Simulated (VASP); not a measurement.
Crystal: TiO2.

```
Ti O
1.0
     4.64326    0.00000    0.00000
     0.00000    4.64326    0.00000
     0.00000    0.00000    2.96390
Ti O
2 4
Cartesian
  0.0000 0.0000 0.0000
  2.3216 2.3216 1.4820
  1.4168 1.4168 0.0000
  0.9048 3.7384 1.4820
  3.2265 3.2265 0.0000
  3.7384 0.9048 1.4820
```

```yaml
Program: VASP 6.6.1
Task: relaxation of cell and atoms
Functional: PBEsol
Potentials_or_basis: VASP PAW PBE potentials, release 64 (Ti_sv, O)
Cutoff: 600 eV
k_mesh: 6 × 6 × 8
Occupations: fermi-dirac, width 0.02 eV
Spin: no spin polarisation
```

At the start: pressure -6.4 GPa; volume 10.65 Å³/atom.

Task: How do energy, volume and symmetry change on relaxing?

Result: Over 12 steps the energy falls by 6.2 meV/atom and the volume is 10.34 Å³/atom (-2.9 %); space group P4_2/mnm (No. 136, to 0.1 Å) before and after.

Step by step:
| step | energy change (eV) | largest force (eV/Å) | pressure (GPa) | volume (Å³) |
| --- | --- | --- | --- | --- |
| 1 | 0.0000 | 0.0471 | -6.35 | 63.90 |
| 2 | 0.0263 | 0.3602 | 9.21 | 60.07 |
| 3 | -0.0348 | 0.1170 | -0.13 | 62.22 |
| 4 | -0.0348 | 0.1205 | -0.05 | 62.18 |
| 5 | -0.0370 | 0.0236 | 0.04 | 62.05 |
| 6 | -0.0370 | 0.0081 | 0.10 | 62.01 |
| 7 | -0.0371 | 0.0033 | 0.09 | 62.01 |
| 8 | -0.0371 | 0.0005 | 0.11 | 62.02 |
| 9 | -0.0371 | 0.0039 | -0.12 | 62.08 |
| 10 | -0.0371 | 0.0027 | -0.07 | 62.05 |
| 11 | -0.0371 | 0.0019 | 0.02 | 62.04 |
| 12 | -0.0371 | 0.0024 | -0.02 | 62.05 |

Final structure:
```xyz
6
Lattice="4.5932 0.0000 0.0000 0.0000 4.5932 0.0000 0.0000 0.0000 2.9410" Properties=species:S:1:pos:R:3 pbc="T T T"
Ti    0.0000    0.0000    0.0000
Ti    2.2966    2.2966    1.4705
O     1.3977    1.3977    0.0000
O     0.8988    3.6943    1.4705
O     3.1954    3.1954    0.0000
O     3.6943    0.8988    1.4705
```

Caveat: the PAW data sets were made with another functional, which shifts forces and pressure a little.
